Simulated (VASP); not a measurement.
# Ga (I4/mmm) in VASP: notebook, part 2 of 2

VASP 6.6.1. Earlier steps stand in the parts before.

### 3 Single point, PBE0

This run uses another cell than the first one, of 16.66 Å³/atom.

POSCAR

```
Ga
1.0
   -1.3561377546      1.3561377546      2.2640427644
    1.3561377546     -1.3561377546      2.2640427644
    1.3561377546      1.3561377546     -2.2640427644
Ga
1
Direct
    0.0000000000      0.0000000000      0.0000000000
```

INCAR.step1

```
ALGO = Normal
EDIFF = 1E-5
ENCUT = 520
GGA = PE
ISIF = 2
ISMEAR = -1
KPAR = 4
LASPH = True
LCHARG = False
LREAL = False
LWAVE = True
NBANDS = 12
NELM = 60
PREC = Accurate
SIGMA = 0.05
```

INCAR.step2

```
AEXX = 0.25
ALGO = Normal
EDIFF = 1E-6
ENCUT = 520
GGA = PE
ISIF = 2
ISMEAR = -1
ISTART = 1
KPAR = 4
LASPH = True
LCHARG = False
LHFCALC = True
LREAL = False
LWAVE = False
NBANDS = 12
NELM = 60
PREC = Accurate
PRECFOCK = Normal
SIGMA = 0.05
```

KPOINTS

```
k-points
0
Gamma
  8 8 8
```

Potentials or basis: VASP PAW PBE potentials, release 64 (Ga_d).

The run is started by

```sh
cat potpaw_PBE.64/Ga_d/POTCAR > POTCAR
cp INCAR.step1 INCAR
mpirun -np 4 vasp_std > vasp.out
cp INCAR.step2 INCAR
mpirun -np 4 vasp_std > vasp.out
```

OUTCAR:

```text
AEXX = 0.25
   EDIFF = 1E-6
   ENCUT = 520
   GGA = PE
   ISIF = 2
   ISMEAR = -1
   ISTART = 1
   LASPH = True
   LHFCALC = True
   LREAL = False
   NELM = 60
   PREC = Accurate
   PRECFOCK = Normal

 ion  position               nearest neighbor table
   1  0.000  0.000  0.000-

  LATTYP: Found a body centered tetragonal cell.
 ALAT       =     2.7122755092
 C/A-ratio  =     1.6694784558

  Lattice vectors:

 A1 = (  -1.3561377546,   1.3561377546,   2.2640427644)
 A2 = (   1.3561377546,  -1.3561377546,   2.2640427644)
 A3 = (   1.3561377546,   1.3561377546,  -2.2640427644)

Analysis of symmetry for initial positions (statically):
=====================================================================
 Subroutine PRICEL returns:
 Original cell was already a primitive cell.

 Routine SETGRP: Setting up the symmetry group for a
 body centered tetragonal supercell.

 Subroutine GETGRP returns: Found 16 space group operations
 (whereof 16 operations were pure point group operations)
 out of a pool of 16 trial point group operations.

The static configuration has the point symmetry D_4h.
[... 175 lines left out ...]
  band No.  band energies     occupation
      1     -11.7332      2.00000
      2     -11.5435      2.00000
      3     -11.5073      2.00000
      4     -11.5073      2.00000
      5     -11.3195      2.00000
      6      -7.2629      2.00000
      7      21.9543      0.00000
      8      22.1187      0.00000
      9      22.1187      0.00000
     10      25.0006      0.00000
     11      25.1262      0.00000
     12      26.0218      0.00000
[... 331 lines left out ...]
 k-point    24 :       0.3750    0.1250    0.1250
  band No.  band energies     occupation
      1     -11.6379      2.00000
      2     -11.5854      2.00000
      3     -11.4679      2.00000
      4     -11.4516      2.00000
      5     -11.2499      2.00000
      6       2.1461      2.00000
      7       2.8039      2.00000
      8      14.2535      0.00000
      9      14.8912      0.00000
     10      19.2336      0.00000
     11      21.4622      0.00000
     12      29.9339      0.00000

 [... further k-points ...]

------------------------ aborting loop because EDIFF is reached ----------------------------------------

  FORCE on cell =-STRESS in cart. coord.  units (eV):
  Direction    XX          YY          ZZ          XY          YZ          ZX
  --------------------------------------------------------------------------------------
  -------------------------------------------------------------------------------------
  Total        0.7608941      0.7608941      0.7806295      0.0000000     -0.0000000      0.0000000
  in kB       73.1951968     73.1951968     75.0936712      0.0000000     -0.0000000      0.0000000
  external PRESSURE =      73.8280216 kB  Pullay stress =       0.0000000 kB

 VOLUME and BASIS-vectors are now :
 -----------------------------------------------------------------------------
  energy-cutoff  :      520.00
  volume of cell :       16.66
      direct lattice vectors                 reciprocal lattice vectors
    -1.356137755  1.356137755  2.264042764     0.000000000  0.368694108  0.220843885
     1.356137755 -1.356137755  2.264042764     0.368694108  0.000000000  0.220843885
     1.356137755  1.356137755 -2.264042764     0.368694108  0.368694108  0.000000000

 POSITION                                       TOTAL-FORCE (eV/Angst)
 -----------------------------------------------------------------------------------
      0.00000      0.00000      0.00000        -0.000000     -0.000000      0.000000
 -----------------------------------------------------------------------------------
    total drift:                               -0.000000     -0.000000      0.000000

  FREE ENERGIE OF THE ION-ELECTRON SYSTEM (eV)
  ---------------------------------------------------
  free  energy   TOTEN  =        -3.5537908128 eV

  energy  without entropy=       -3.5527463456  energy(sigma->0) =       -3.55326858
```

OUTCAR.step1:

```text
EDIFF = 1E-5
   ENCUT = 520
   GGA = PE
   ISIF = 2
   ISMEAR = -1
   LASPH = True
[... 576 lines left out ...]

 POSITION                                       TOTAL-FORCE (eV/Angst)
 -----------------------------------------------------------------------------------
      0.00000      0.00000      0.00000        -0.000000      0.000000      0.000000
 -----------------------------------------------------------------------------------
    total drift:                               -0.000000      0.000000      0.000000

  FREE ENERGIE OF THE ION-ELECTRON SYSTEM (eV)
  ---------------------------------------------------
  free  energy   TOTEN  =        -2.8578815095 eV

  energy  without entropy=       -2.8562221275  energy(sigma->0) =       -2.85705182
```

It took 58 min on 4 MPI ranks of Oxide Virtual Turin-like, shared host; peak memory 0.13 GiB.

What came out:

- Free energy: -3.5538 eV
- Pressure: 7.4 GPa
- Band gap on the k mesh: zero (an odd number of electrons rules out a gap without spin polarisation)

Stress tensor (GPa, compression positive):
```
7.32 0.00 0.00
0.00 7.32 0.00
0.00 0.00 7.51
```

Caveat: the cell stands under pressure; the PAW data sets were made with another functional, which shifts forces and pressure a little.
